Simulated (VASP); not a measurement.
A run of VASP 6.6.1:

Contents of INCAR:

```
SYSTEM = In3As
ALGO = Fast ; EDIFF = 1E-6
ENCUT = 520 ; GGA = PE
ISIF = 2 ; ISMEAR = 0
IVDW = 12 ; LASPH = .True.
LCHARG = .True. ; LELF = .True.
LREAL = .False. ; LVHAR = .True.
LWAVE = .False. ; NBANDS = 30
NELM = 60 ; PREC = Accurate
SIGMA = 0.15
```

File KPOINTS:

```
k-points
0
Gamma
  10 10 10
  0 0 0
```

The input POSCAR:

```
In3As
1.0
    4.6021353856      0.0000000000      0.0000000000
    0.0000000000      4.6021353856      0.0000000000
    0.0000000000      0.0000000000      4.6021353856
In As
3 1
Direct
    0.0000000000      0.5000000000      0.5000000000
    0.5000000000      0.0000000000      0.5000000000
    0.5000000000      0.5000000000      0.0000000000
    0.0000000000      0.0000000000     -0.0977806958
```

Potentials or basis: VASP PAW PBE potentials, release 64 (In_d, As).

Command:

```bash
$ cat potpaw_PBE.64/In_d/POTCAR potpaw_PBE.64/As/POTCAR > POTCAR
$ mpirun -np 1 vasp_std > vasp.out
```

Hardware: 1 thread of Intel Xeon 8259CL, with other jobs on the host.

**Question.** Estimate the wall time of this run.

**Answer.** It took 8 min on 1 thread of Intel Xeon 8259CL (shared host), peak memory 0.44 GiB. Counts: scf iterations 14, k points 126.
